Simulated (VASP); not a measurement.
Set up this calculation in VASP 6.6.1, as the native input.

```
Task                   : relaxation of cell and atoms
Functional             : PBE
Potentials or basis    : VASP PAW PBE potentials, release 64 (S, N, O)
Cutoff                 : 600 eV
k mesh                 : 3 × 3 × 6
Occupations            : gaussian, width 0.1 eV
Spin                   : collinear spin, ferromagnetic start
Starting moments       : [0.0, 0.0, 0.0, 0.0, 0.0, 1.97] μB
Dipole correction      : no
Further INCAR settings : ALGO = Normal; EDIFF = 1e-06; IBRION = 2; EDIFFG = -0.04; NSW = 90; ISIF = 3
```

The structure of S3N2O lies in POSCAR:

```
S3N2O
1.0
    5.8886134092      0.0000000000      0.0000000000
   -2.9443067046      5.0996888053      0.0000000000
    0.0000000000      0.0000000000      3.6847734030
S N O
3 2 1
Direct
    0.5000000000      0.0000000000      0.5000000000
    0.5000000000      0.5000000000      0.5000000000
    0.0000000000      0.5000000000      0.5000000000
    0.3333333333      0.6666666667      0.0000000000
    0.6666666667      0.3333333333      0.0000000000
    0.0000000000      0.0000000000      0.0000000000
```

These files were run (other wordings do the same):

INCAR

```
PREC = Accurate ; ENCUT = 600
EDIFF = 1E-6 ; ISMEAR = 0
SIGMA = 0.1 ; LREAL = F
LASPH = T ; NELM = 150
ALGO = Normal ; ISIF = 3
LWAVE = F ; LCHARG = F
ISPIN = 2 ; MAGMOM = 0 0 0 0 0 1.97
LORBIT = 11 ; GGA = PE
IBRION = 2 ; NSW = 90
EDIFFG = -0.04
```

KPOINTS

```
regular mesh
0
Gamma
  3 3 6
```

Potentials or basis: VASP PAW PBE potentials, release 64 (S, N, O).

Launch:

```bash
$ cat potpaw_PBE.64/S/POTCAR potpaw_PBE.64/N/POTCAR potpaw_PBE.64/O/POTCAR > POTCAR
$ mpirun -np 1 vasp_std > vasp.out
```

Results of the run:

```yaml
Relaxed_volume: 12.70 Å³/atom
Relaxed_cell: a = 5.606 Å, b = 5.606 Å, c = 2.799 Å, α = 90.00°, β = 90.00°, γ = 120.00°
Space_group_after_relaxing_to_0.1_Å: P6/mmm (No. 191)
Energy_gained_by_relaxing: 548.2 meV/atom
Ionic_steps: 9
Pressure_after_relaxing: 0.0 GPa
Net_moment: 1.63 μB per cell
Site_moments: S +0.04; N -0.01; O +1.25 μB
Valence_electrons_inside_the_program's_atomic_spheres: S 3.42; N 3.46; O 4.63
```

Caveat: the k points lie up to 0.43 Å⁻¹ apart in the final cell; the volume moved by over 15 % at a fixed basis, so the end points are rough.

Wall time 5.9 min on 1 thread of Intel(R) Xeon(R) 6975P-C (Granite Rapids) (shared host), peak memory 0.34 GiB.
